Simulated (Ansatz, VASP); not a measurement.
## HfO2 in VASP and in Ansatz

Contents of INCAR:

```
SYSTEM = HfO2
PREC     = Accurate       ! precision mode
ENCUT    = 600            ! plane-wave cutoff, eV
EDIFF    = 1E-6           ! SCF threshold, eV
ISMEAR   = 0              ! smearing method
SIGMA    = 0.02           ! smearing width, eV
LREAL    = .False.        ! projectors in reciprocal space
LASPH    = .True.         ! aspherical terms in the spheres
NELM     = 100            ! most SCF steps
ALGO     = Normal         ! electronic algorithm
ISIF     = 3              ! what is computed and relaxed
LWAVE    = .False.        ! write WAVECAR
LCHARG   = .False.        ! write CHGCAR
GGA      = PE             ! functional
IBRION   = 2              ! ionic algorithm
NSW      = 100            ! ionic steps
EDIFFG   = -0.01          ! ionic threshold
```

Contents of KPOINTS:

```
Automatic mesh
0
Gamma
  8 8 8
  0 0 0
```

POSCAR

```
HfO2
1.0
    0.0000000000      2.5485864389      2.5485864389
    2.5485864389      0.0000000000      2.5485864389
    2.5485864389      2.5485864389      0.0000000000
Hf O
1 2
Direct
    0.0000000000      0.0000000000      0.0000000000
    0.7500000000      0.7500000000      0.7500000000
    0.2500000000      0.2500000000      0.2500000000
```

Input for Ansatz:

```yaml
crystal:
  lattice:
    - [0.0, 2.5485864389, 2.5485864389]
    - [2.5485864389, 0.0, 2.5485864389]
    - [2.5485864389, 2.5485864389, 0.0]
  atoms:
    - { symbol: Hf, position: [0.0, 0.0, 0.0] }
    - { symbol: O, position: [0.75, 0.75, 0.75] }
    - { symbol: O, position: [0.25, 0.25, 0.25] }
basis:
  ecutwfc: 420
kpoints:
  mp_grid: { grid: [8, 8, 8] }
hamiltonian:
  xc: pbe
scf:
  occupations: { method: gaussian, width: 0.02 }
output:
  forces: true
  stress: true
  eigenvalues: true
relax:
  adjacent_minimum: "off"
  f_tol: 0.01
  max_steps: 80
  cell: { stress_tol: 0.05 }
```

Alike in both runs: task relaxation of cell and atoms; functional PBE; k mesh 8 × 8 × 8; occupations gaussian, width 0.02 eV; no spin polarisation.

|  | VASP | Ansatz |
| --- | --- | --- |
| version | VASP 6.6.1 | Ansatz 0.2.0 |
| potentials or method | VASP PAW PBE potentials, release 64 (Hf_pv, O), cutoff 600 eV | scalar-relativistic, plane waves, PAW |
| valence electrons in the cell | 22 | 38 |

|  | VASP | Ansatz | Ansatz less VASP |
| --- | --- | --- | --- |
| gap on the k mesh at the Fermi level, each at its own relaxed structure (eV) | 3.80 | 3.75 | -0.056 |
| relaxed volume (Å³/atom) | 10.87 | 11.04 | +0.173 |
| relaxed cell length with the largest relative difference (Å) | 3.586 | 3.605 | +0.0190 |

VASP's potentials hold 22 valence electrons a cell and Ansatz's 38, so a difference there can come from the potentials and not from the codes.

Neither program's run includes spin-orbit coupling.
